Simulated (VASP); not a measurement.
Wanted: the native input for a VASP 6.6.1 run.

```yaml
Task: single point
Functional: PBE
Potentials_or_basis: VASP PAW PBE potentials, release 64 (Fe)
Cutoff: 520 eV
k_mesh: 16 × 16 × 16
Occupations: methfessel-paxton, width 0.6 eV
Spin: no spin polarisation
Dipole_correction: no
Further_INCAR_settings: ALGO = Normal; EDIFF = 1e-06; NBANDS = 10
```

The structure of Fe lies in POSCAR:

```
Fe
1.0
   -1.3807996972      1.3807996972      1.3807996972
    1.3807996972     -1.3807996972      1.3807996972
    1.3807996972      1.3807996972     -1.3807996972
Fe
1
Direct
    0.0000000000      0.0000000000      0.0000000000
```

One way to write it, as run:

INCAR

```
SYSTEM = Fe
ALGO     = Normal         ! electronic algorithm
EDIFF    = 1E-6           ! SCF threshold, eV
ENCUT    = 520            ! plane-wave cutoff, eV
GGA      = PE             ! functional
ISIF     = 2              ! what is computed and relaxed
ISMEAR   = 1              ! smearing method
LASPH    = .True.         ! aspherical terms in the spheres
LCHARG   = .False.        ! write CHGCAR
LREAL    = .False.        ! projectors in reciprocal space
LWAVE    = .False.        ! write WAVECAR
NBANDS   = 10             ! bands
NELM     = 80             ! most SCF steps
PREC     = Accurate       ! precision mode
SIGMA    = 0.6            ! smearing width, eV
```

KPOINTS

```
k-points
0
Gamma
  16 16 16
  0 0 0
```

Potentials or basis: VASP PAW PBE potentials, release 64 (Fe).

Run with:

```sh
$ cat potpaw_PBE.64/Fe/POTCAR > POTCAR
$ mpirun -np 1 vasp_std > vasp.out
```

Results of the run:

```
Pressure               : -0.2 GPa
Band gap on the k mesh : zero (band 4 reaches 7.73 eV, above the bottom of band 5 at 5.70 eV)
```

Caveat: the run has no spin polarisation, though such a crystal can be magnetic.

It took 7.8 s on 1 thread of Intel(R) Xeon(R) Platinum 8488C (Sapphire Rapids) (shared host), peak memory 0.13 GiB.
